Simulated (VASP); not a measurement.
Runs of VASP 6.6.1 on Hf. The structure is that of space group Im-3m (No. 229), or close to it. The cells are those of the table. 

| task | level | potentials or basis | cell | gap on the mesh (eV) | pressure (GPa) |
| --- | --- | --- | --- | --- | --- |
| electric field gradients | LDA | VASP PAW LDA potentials, release 64 (Hf_pv) | a = 3.087 Å, angles 109.5°, 1 atom | none | -9.9 |
| electric field gradients | LDA | VASP PAW LDA potentials, release 64 (Hf_pv) | a = 3.009 Å, angles 109.5°, 1 atom | none | -2.9 |
| electric field gradients | r2SCAN | VASP PAW PBE potentials, release 64 (Hf_pv) | a = 3.061 Å, angles 109.5°, 1 atom | none | 0.0 |
| electric field gradients | PBEsol | VASP PAW PBE potentials, release 64 (Hf_pv) | a = 3.102 Å, angles 109.5°, 1 atom | none | (b) |
| electric field gradients | LDA | VASP PAW LDA potentials, release 64 (Hf_pv) | a = 3.036 Å, angles 109.5°, 1 atom | none | -5.5 |
| electric field gradients | LDA | VASP PAW LDA potentials, release 64 (Hf_pv) | a = 3.061 Å, angles 109.5°, 1 atom | none | -7.9 |
| single point | LDA | VASP PAW LDA potentials, release 64 (Hf_pv) | a = 3.087 Å, angles 109.5°, 1 atom | none | -9.9 |
| single point | LDA | VASP PAW LDA potentials, release 64 (Hf_pv) | a = 3.112 Å, angles 109.5°, 1 atom | none | -11.7 |
| electric field gradients | LDA | VASP PAW LDA potentials, release 64 (Hf_pv) | a = 3.112 Å, angles 109.5°, 1 atom | none | -11.7 |
| single point | PBE | VASP PAW PBE potentials, release 64 (Hf_pv) | a = 3.102 Å, angles 109.5°, 1 atom | none | (a) |

Alike in all rows: no spin polarisation; k mesh 14 × 14 × 14; cutoff (eV) 520; smearing fermi-dirac 0.05 eV.

Question: Fill in the values left out.

Answer: (a) -3.2; (b) -7.5.

Caveats: spin-orbit coupling is left out, which moves the levels of the heavy elements; the PAW data sets were made with another functional, which shifts forces and pressure a little (some runs).

A k mesh can miss the band edges, and the runs leave out spin-orbit coupling on Hf.

A gap of «none» marks levels without a gap at the run's occupations.
